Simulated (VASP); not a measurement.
# Ba (P4/mmm) in VASP: further runs

Runs on Ba. Level: LDA. Tasks: single point.

Program: VASP 6.6.1. These are calculated values, not measurements. Logs are shortened: lines on timing, memory, paths and dates and some standing lists are left out, and cuts for length are marked.

## 1. The cell of the first run

Symmetry: P4/mmm, No. 123, tetragonal system. The conventional cell has a = 3.976 Å, b = 3.976 Å, c = 3.800 Å, α = 90.00°, β = 90.00°, γ = 90.00°. Ba (site symmetry 4/mmm) has 6 Ba at 3.80 to 3.98 Å within 5.0 Å.

## 2. Single point, LDA (strain +0.015 along x and y, -0.030 along z)

The input, INCAR:

```
SYSTEM = Ba
  PREC = Accurate
  ENCUT = 520
  EDIFF = 1E-7
  ISMEAR = 0
  SIGMA = 0.15
  LREAL = .False.
  LASPH = .True.
  NELM = 100
  ALGO = Normal
  ISIF = 2
  LWAVE = .False.
  LCHARG = .False.
  GGA = CA
  NBANDS = 11
```

The input, KPOINTS:

```
regular mesh
0
Gamma
  12 12 12
  0 0 0
```

The input, POSCAR:

```
Ba
1.0
    3.9764833036      0.0000000000      0.0000000000
    0.0000000000      3.9764833036      0.0000000000
    0.0000000000      0.0000000000      3.8001860143
Ba
1
Direct
    0.0000000000      0.0000000000      0.0000000000
```

Potentials or basis: VASP PAW LDA potentials, release 64 (Ba_sv).

Run with:

```sh
cat potpaw_LDA.64/Ba_sv/POTCAR > POTCAR
mpirun -np 1 vasp_std > vasp.out
```

OUTCAR:

```text
SYSTEM = Ba
   PREC = Accurate
   ENCUT = 520
   EDIFF = 1E-7
   ISMEAR = 0
   LREAL = .False.
   LASPH = .True.
   NELM = 100
   ISIF = 2
   GGA = CA

 ion  position               nearest neighbor table
   1  0.000  0.000  0.000-

  LATTYP: Found a simple tetragonal cell.
 ALAT       =     3.9764833036
 C/A-ratio  =     0.9556650246

  Lattice vectors:

 A1 = (   3.9764833036,   0.0000000000,   0.0000000000)
 A2 = (   0.0000000000,   3.9764833036,   0.0000000000)
 A3 = (   0.0000000000,   0.0000000000,   3.8001860143)

Analysis of symmetry for initial positions (statically):
=====================================================================
 Subroutine PRICEL returns:
 Original cell was already a primitive cell.

 Routine SETGRP: Setting up the symmetry group for a
 simple tetragonal supercell.

 Subroutine GETGRP returns: Found 16 space group operations
 (whereof 16 operations were pure point group operations)
 out of a pool of 16 trial point group operations.

The static configuration has the point symmetry D_4h.

Analysis of symmetry for dynamics (positions and initial velocities):
=====================================================================
 Subroutine PRICEL returns:
 Original cell was already a primitive cell.

 Routine SETGRP: Setting up the symmetry group for a
 simple tetragonal supercell.

 Subroutine GETGRP returns: Found 16 space group operations
 (whereof 16 operations were pure point group operations)
 out of a pool of 16 trial point group operations.

The dynamic configuration has the point symmetry D_4h.

 Subroutine INISYM returns: Found 16 space group operations
 (whereof 16 operations are pure point group operations),
 and found     1 'primitive' translations

----------------------------------------------------------------------------------------

                                     Primitive cell

  volume of cell :      60.0901

  direct lattice vectors                    reciprocal lattice vectors
     3.976483304  0.000000000  0.000000000     0.251478486  0.000000000  0.000000000
     0.000000000  3.976483304  0.000000000     0.000000000  0.251478486  0.000000000
     0.000000000  0.000000000  3.800186014     0.000000000  0.000000000  0.263145013

  length of vectors
     3.976483304  3.976483304  3.800186014     0.251478486  0.251478486  0.263145013

  position of ions in fractional coordinates (direct lattice)
     0.000000000  0.000000000  0.000000000

  ion indices of the primitive-cell ions
   primitive index   ion index
                 1           1

----------------------------------------------------------------------------------------

 KPOINTS: regular mesh

Automatic generation of k-mesh.
 Grid dimensions read from file:
 generate k-points for:   12   12   12

 Generating k-lattice:

  Cartesian coordinates                     Fractional coordinates (reciprocal lattice)
     0.020956540  0.000000000  0.000000000     0.083333333  0.000000000  0.000000000
     0.000000000  0.020956540  0.000000000     0.000000000  0.083333333  0.000000000
     0.000000000  0.000000000  0.021928751     0.000000000  0.000000000  0.083333333

  Length of vectors
     0.020956540  0.020956540  0.021928751

  Shift w.r.t. Gamma in fractional coordinates (k-lattice)
     0.000000000  0.000000000  0.000000000

 Subroutine IBZKPT returns following result:
 ===========================================

 Found    196 irreducible k-points:

 Following reciprocal coordinates:
            Coordinates               Weight
  0.000000  0.000000  0.000000      1.000000
  0.083333  0.000000  0.000000      4.000000
  0.166667  0.000000  0.000000      4.000000
  0.250000  0.000000  0.000000      4.000000
  0.333333  0.000000  0.000000      4.000000
  0.416667  0.000000  0.000000      4.000000
[... 16 lines left out ...]
  0.333333  0.333333  0.000000      4.000000
  0.416667  0.333333  0.000000      8.000000
 [... further k-points ...]
   k-points           NKPTS =    196   k-points in BZ     NKDIM =    196   number of bands    NBANDS=     11
   number of dos      NEDOS =    301   number of ions     NIONS =      1
   total plane-waves  NPLWV =  25200
   dimension x,y,z NGX =    30 NGY =   30 NGZ =   28
   dimension x,y,z NGXF=    60 NGYF=   60 NGZF=   56
   ions per type =               1
   NGX,Y,Z   is equivalent  to a cutoff of  12.54, 12.54, 12.25 a.u.
   NGXF,Y,Z  is equivalent  to a cutoff of  25.08, 25.08, 24.50 a.u.
 SYSTEM =  Ba
   PREC   = accura    normal or accurate (medium, high low for compatibility)
   ISTART =      0    job   : 0-new  1-cont  2-samecut
   ICHARG =      2    charge: 1-file 2-atom 10-const
   ISPIN  =      1    spin polarized calculation?
   LNONCOLLINEAR =      F non collinear calculations
   LSORBIT =      F    spin-orbit coupling
   LASPH  =      T    aspherical Exc in radial PAW
   ENCUT  =  520.0 eV  38.22 Ry    6.18 a.u.   7.39  7.39  7.07*2*pi/ulx,y,z
   NELM   =    100;   NELMIN=  2; NELMDL= -5     # of ELM steps
   EDIFF  = 0.1E-06   stopping-criterion for ELM
   LREAL  =      F    real-space projection
   EDIFFG = 0.1E-05   stopping-criterion for IOM
   NSW    =      0    number of steps for IOM
   IBRION =     -1    ionic relax: 0-MD 1-quasi-New 2-CG
   NFREE  =      0    steps in history (QN), initial steepest desc. (CG)
   ISIF   =      2    stress and relaxation
   ISYM   =      2    0-nonsym 1-usesym 2-fastsym
   POTIM  = 0.5000    time-step for ionic-motion
   TEBEG  =    0.0;   TEEND  =   0.0 temperature during run
   PSTRESS=    0.0 pullay stress
   NELECT =      10.0000    total number of electrons
   NUPDOWN=      -1.0000    fix difference up-down
   EMIN   =  10.00;   EMAX   =-10.00  energy-range for DOS
   EFERMI =   0.00;   METHOD = LEGACY
   ISMEAR =     0;   SIGMA  =   0.15  broadening in eV -4-tet -1-fermi 0-gaus
   EFERMI_NEDOS =   21; number of points for ismear=-14 and -15
   IALGO  =     38    algorithm
   IMIX   =      4    mixing-type and parameters
     AMIX     =   0.40;   BMIX     =  1.00
     AMIX_MAG =   1.60;   BMIX_MAG =  1.00
  volume/ion in A,a.u.               =      60.09       405.51
  Fermi-wavevector in a.u.,A,eV,Ry     =   0.900479  1.701659 11.032462  0.810863
  Thomas-Fermi vector in A             =   2.023442
   LORBIT       =      0    0 simple, 1 ext, 2 COOP (PROOUT), +10 PAW based schemes
   GGA     = CA    functional components
   LHFCALC =     F    Hartree Fock is set to
   AEXX    =    0.0000 exact exchange contribution
   IVDW    =     0    specifies the selected vdW correction
   LEPSILON=     F    determine dielectric tensor
   LRPA    =     F    only Hartree local field effects (RPA)
 non-spin polarized calculation
 Gauss-broadening in eV      SIGMA  =   0.15
  energy-cutoff  :      520.00
  volume of cell :       60.09
 maximum number of plane-waves:      1647
 NGX is ok and might be reduce to    30
   NGX = 15   NGY = 15   NGZ = 15

 number of electron      10.0000000 magnetization

 Free energy of the ion-electron system (eV)
  ---------------------------------------------------
  ext. energy  EPLUGINS =         0.00000000
  ---------------------------------------------------
  free energy    TOTEN  =        -1.93126118 eV

  energy without entropy =       -1.92211650  energy(sigma->0) =       -1.92668884

 E-fermi :   1.4832     XC(G=0):  -7.7502

 val. band max:        1.4646192076   @ k =   0.0833   0.0000   0.0000
 cond. band min:       1.4879637816   @ k =   0.1667   0.0833   0.5000
 fundamental gap:      0.0233445741
 Fermi energy:         1.4832260210

 k-point     1 :       0.0000    0.0000    0.0000
  band No.  band energies     occupation
      1     -27.5294      2.00000
      2     -12.3880      2.00000
      3     -12.3880      2.00000
      4     -12.2520      2.00000
      5      -1.0860      2.00000
      6       1.4310      1.37756
      7       1.4548      1.21141
      8       6.2802      0.00000
      9       6.6135      0.00000
     10       6.6135      0.00000
     11       9.0068      0.00000

 k-point     2 :       0.0833    0.0000    0.0000
  band No.  band energies     occupation
      1     -27.5257      2.00000
      2     -12.4391      2.00000
      3     -12.3837      2.00000
      4     -12.2480      2.00000
      5      -0.9812      2.00000
      6       1.4646      1.13926
      7       1.5551      0.49828
      8       6.0058      0.00000
      9       6.3730      0.00000
     10       6.6286      0.00000
     11       8.5767      0.00000

 k-point     3 :       0.1667    0.0000    0.0000
  band No.  band energies     occupation
      1     -27.5155      2.00000
      2     -12.5749      2.00000
      3     -12.3719      2.00000
      4     -12.2369      2.00000
      5      -0.6964      2.00000
      6       1.5489      0.53593
      7       1.8445      0.00066
      8       5.4443      0.00000
      9       5.8571      0.00000
     10       6.6703      0.00000
     11       7.8095      0.00000

 k-point     4 :       0.2500    0.0000    0.0000
  band No.  band energies     occupation
      1     -27.5014      2.00000
      2     -12.7525      2.00000
      3     -12.3558      2.00000
      4     -12.2217      2.00000
      5      -0.2997      2.00000
      6       1.6705      0.07745
      7       2.2196      0.00000
      8       4.8820      0.00000
      9       5.3233      0.00000
     10       6.7289      0.00000
     11       7.2309      0.00000
[... 239 lines left out ...]
 k-point    22 :       0.5000    0.2500    0.0000
  band No.  band energies     occupation
      1     -27.4460      2.00000
      2     -13.0343      2.00000
      3     -12.6677      2.00000
      4     -12.1623      2.00000
      5       1.2861      1.93694
      6       1.4316      1.37342
      7       3.0224      0.00000
      8       4.5059      0.00000
      9       4.7307      0.00000
     10       5.7271      0.00000
     11       8.0396      0.00000

 k-point    23 :       0.3333    0.3333    0.0000
  band No.  band energies     occupation
      1     -27.4462      2.00000
      2     -12.8606      2.00000
      3     -12.8442      2.00000
      4     -12.1626      2.00000
      5       0.9178      2.00000
      6       1.6753      0.07022
      7       3.7742      0.00000
      8       3.8718      0.00000
      9       5.1168      0.00000
     10       5.2923      0.00000
     11       7.9116      0.00000

 k-point    24 :       0.4167    0.3333    0.0000
  band No.  band energies     occupation
      1     -27.4360      2.00000
      2     -12.9678      2.00000
      3     -12.8350      2.00000
      4     -12.1518      2.00000
      5       0.9157      2.00000
      6       1.6679      0.08158
      7       3.8380      0.00000
      8       4.4515      0.00000
      9       4.9292      0.00000
     10       5.2940      0.00000
     11       7.8347      0.00000

 [... further k-points ...]

------------------------ aborting loop because EDIFF is reached ----------------------------------------

  FORCE on cell =-STRESS in cart. coord.  units (eV):
  Direction    XX          YY          ZZ          XY          YZ          ZX
  --------------------------------------------------------------------------------------
  -------------------------------------------------------------------------------------
  Total       -0.5533528     -0.5533528     -0.0588394      0.0000000     -0.0000000      0.0000000
  in kB      -14.7539899    -14.7539899     -1.5688300      0.0000000     -0.0000000      0.0000000
  external PRESSURE =     -10.3589366 kB  Pullay stress =       0.0000000 kB

 VOLUME and BASIS-vectors are now :
 -----------------------------------------------------------------------------
  energy-cutoff  :      520.00
  volume of cell :       60.09
      direct lattice vectors                 reciprocal lattice vectors
     3.976483304  0.000000000  0.000000000     0.251478486  0.000000000  0.000000000
     0.000000000  3.976483304  0.000000000     0.000000000  0.251478486  0.000000000
     0.000000000  0.000000000  3.800186014     0.000000000  0.000000000  0.263145013

 POSITION                                       TOTAL-FORCE (eV/Angst)
 -----------------------------------------------------------------------------------
      0.00000      0.00000      0.00000         0.000000      0.000000      0.000000
 -----------------------------------------------------------------------------------
    total drift:                                0.000000      0.000000     -0.000000

  FREE ENERGIE OF THE ION-ELECTRON SYSTEM (eV)
  ---------------------------------------------------
  free  energy   TOTEN  =        -1.9312611794 eV

  energy  without entropy=       -1.9221165019  energy(sigma->0) =       -1.92668884
```

Run time: 32 s. Hardware: 1 thread of Intel Xeon 6975P-C (Granite Rapids), shared host; peak memory 0.24 GiB.

Results:

```
Free energy            : -1.9313 eV
Pressure               : -1.0 GPa
Band gap on the k mesh : zero (bands 5 and 6 overlap by 0.32 eV)
```

Caveat: the cell differs from its parent crystal (strain +0.015 along x and y, -0.030 along z); spin-orbit coupling is left out, which moves the levels of the heavy elements.

## 3. Single point, LDA (strain +0.000 along x and y, +0.015 along z)

The input, INCAR:

```
SYSTEM = Ba
  ALGO = Normal
  EDIFF = 1E-7
  ENCUT = 520
  GGA = CA
  ISIF = 2
  ISMEAR = 0
  LASPH = .TRUE.
  LCHARG = .FALSE.
  LREAL = .FALSE.
  LWAVE = .FALSE.
  NBANDS = 11
  NELM = 100
  PREC = Accurate
  SIGMA = 0.15
```

The input, KPOINTS:

```
k-points
0
G
  12 12 12
  0 0 0
```

The input, POSCAR:

```
Ba
1.0
    3.9177175405      0.0000000000      0.0000000000
    0.0000000000      3.9177175405      0.0000000000
    0.0000000000      0.0000000000      3.9764833036
Ba
1
Direct
    0.0000000000      0.0000000000      0.0000000000
```

Potentials or basis: VASP PAW LDA potentials, release 64 (Ba_sv).

Run with:

```sh
cat potpaw_LDA.64/Ba_sv/POTCAR > POTCAR
mpirun -np 1 vasp_std > vasp.out
```

It took 32 s on 1 thread of Intel Xeon 6975P-C (Granite Rapids), shared host; peak memory 0.24 GiB.

The run converged. Its results:

```
Free energy            : -1.9314 eV
Pressure               : -1.1 GPa
Band gap on the k mesh : zero (bands 5 and 6 overlap by 0.19 eV)
```

Stress tensor (GPa, compression positive):
```
-1.01  0.00  0.00
 0.00 -1.01  0.00
 0.00  0.00 -1.39
```

Levels at points of the mesh, in eV from the Fermi level:
```tsv
k point	band 3	band 4	band 5	band 6	band 7	band 8
(0.00, 0.00, 0.00)	-13.86	-13.86	-2.58	-0.04	-0.03	4.89
(0.50, 0.00, 0.00)	-13.82	-13.78	-0.73	0.55	0.95	2.52
(0.50, 0.50, 0.00)	-14.52	-13.75	-0.99	0.67	3.03	3.03
(0.00, 0.00, 0.50)	-13.79	-13.79	-0.80	0.49	0.88	2.72
(0.50, 0.00, 0.50)	-14.48	-13.72	-0.96	0.58	3.12	3.22
(0.50, 0.50, 0.50)	-14.43	-14.37	-0.11	-0.01	-0.01	4.09
```

Caveat: the cell differs from its parent crystal (strain +0.000 along x and y, +0.015 along z); spin-orbit coupling is left out, which moves the levels of the heavy elements.
